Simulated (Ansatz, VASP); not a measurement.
Two plane-wave programs on Al3Cu

```xyz
4
Lattice="3.8549 0.0000 0.0000 0.0000 3.8549 0.0000 0.0000 0.0000 3.8549" Properties=species:S:1:pos:R:3 pbc="T T T"
Al    0.0000    1.9274    1.9274
Al    1.9274    0.0000    1.9274
Al    1.9274    1.9274    0.0000
Cu    0.0000    0.0000    0.0000
```

Alike in both runs: task single point; functional LDA; k mesh 10 × 10 × 10; occupations gaussian, width 0.15 eV; no spin polarisation.

```csv
,VASP,Ansatz
version,VASP 6.6.1,Ansatz 0.2.0
potentials or method,"VASP PAW LDA potentials, release 64 (Al, Cu), cutoff 520 eV","scalar-relativistic, plane waves, PAW"
valence electrons in the cell,20,28
```

```csv
,VASP,Ansatz,Ansatz less VASP
gap on the k mesh at the Fermi level (eV),none,none,-
pressure (GPa),0.2,0.0,-0.21
```

Ansatz warns that its potentials were made for another functional, while VASP's fit it. LDA's correlation is that of Perdew and Zunger in VASP and of Perdew and Wang (1992) in Ansatz. A gap of «none» marks a metal or a gap that the smearing closes. VASP's potentials hold 20 valence electrons a cell and Ansatz's 28, so a difference there can come from the potentials and not from the codes.
